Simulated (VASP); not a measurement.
The system is Ge.

```
Ge
1.0
     0.00000    2.82868    2.82868
     2.82868    0.00000    2.82868
     2.82868    2.82868    0.00000
Ge
2
Cartesian
  2.8287 2.8287 2.8287
  4.2430 4.2430 4.2430
```

```yaml
Program: VASP 6.6.1
Task: relaxation of cell and atoms
Functional: BLYP
Potentials_or_basis: VASP PAW PBE potentials, release 64 (Ge_d)
Cutoff: 600 eV
k_mesh: 5 × 5 × 5
Occupations: fermi-dirac, width 0.05 eV
Spin: no spin polarisation
```

At the start: pressure 7.8 GPa; volume 22.63 Å³/atom.

How do energy, volume and symmetry change on relaxing?

Over 7 steps the energy falls by 66.6 meV/atom and the volume is 25.62 Å³/atom (+13.2 %); space group Fd-3m (No. 227, to 0.05 Å).

The path:
```tsv
step	energy change (eV)	largest force (eV/Å)	pressure (GPa)	volume (Å³)
1	0.0000	0.0000	7.83	45.27
2	-0.1274	0.0000	-1.29	52.91
3	-0.1333	0.0000	-0.18	51.34
4	-0.1332	0.0000	0.39	51.18
5	-0.1332	0.0000	0.18	51.21
6	-0.1332	0.0000	0.16	51.23
7	-0.1332	0.0000	0.04	51.23
```

Final structure:
```
Ge
1.0
     0.00000    2.94781    2.94781
     2.94781    0.00000    2.94781
     2.94781    2.94781    0.00000
Ge
2
Direct
  0.50000 0.50000 0.50000
  0.75000 0.75000 0.75000
```

Caveat: the k points lie up to 0.37 Å⁻¹ apart in the final cell; the PAW data sets were made with another functional, which shifts forces and pressure a little; the volume moved by +13 % from the deposited cell, more than functionals usually miss.
